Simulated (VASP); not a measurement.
Runs of VASP 6.6.1 on RbCl. The structure is that of space group Fm-3m (No. 225), or close to it. The cells are those of the table. 

```tsv
cell	gap on the mesh (eV)	pressure (GPa)
a = 4.691 Å, angles 60.0°, 2 atoms	4.92	(b)
a = 4.630 Å, angles 60.0°, 2 atoms	5.05	1.2
a = 4.568 Å, angles 60.0°, 2 atoms	5.18	(a)
a = 4.503 Å, angles 60.0°, 2 atoms	5.33	3.2
a = 4.437 Å, angles 60.0°, 2 atoms	5.49	4.6
```

Alike in all rows: task single point; level PBE; potentials or basis VASP PAW PBE potentials, release 64 (Rb_sv, Cl); no spin polarisation; k mesh 5 × 5 × 5; cutoff (eV) 500; smearing gaussian 0.01 eV.

**Question.** Fill in the values left out.

**Answer.** (a) 2.0; (b) 0.4.

A k mesh can miss the band edges, and the runs leave out spin-orbit coupling on Rb.
